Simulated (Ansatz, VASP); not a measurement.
**BaTiO3: VASP beside Ansatz**

```xyz
5
Lattice="3.9841 0.0000 0.0000 0.0000 2.8371 2.9312 0.0000 -2.8371 2.9312" Properties=species:S:1:pos:R:3 pbc="T T T"
Ba    0.0000    0.0000    0.0000
Ti    1.9921    0.0000    2.9775
O     0.0000    0.0000    2.8849
O     1.9921   -1.3936    4.3857
O     1.9921    1.3936    4.3857
```

Change from the starting cell: zz strain of +3 %.

Alike in both runs: task single point; functional PBEsol; k mesh 8 × 8 × 8; occupations fermi-dirac, width 0.05 eV; no spin polarisation.

|  | VASP | Ansatz |
| --- | --- | --- |
| version | VASP 6.6.1 | Ansatz 0.2.0 |
| potentials or method | VASP PAW PBE potentials, release 64 (Ba_sv, Ti_sv, O), cutoff 520 eV | all-electron LAPW, scalar-relativistic |

|  | VASP | Ansatz | Ansatz less VASP |
| --- | --- | --- | --- |
| pressure (GPa) | -7.0 | -8.6 | -1.61 |
| traceless stress, the component that is largest in VASP (GPa) | -4.81 | -4.69 | +0.123 |
| rms of the force components (eV/Å) | 0.148 | 0.153 | +0.0050 |

VASP's potentials were made for PBE, not for PBEsol. Atom by atom the forces differ by 0.007 eV/Å (rms over components). Ansatz ran all-electron here, and VASP with PAW potentials.

Spin-orbit coupling is off throughout.
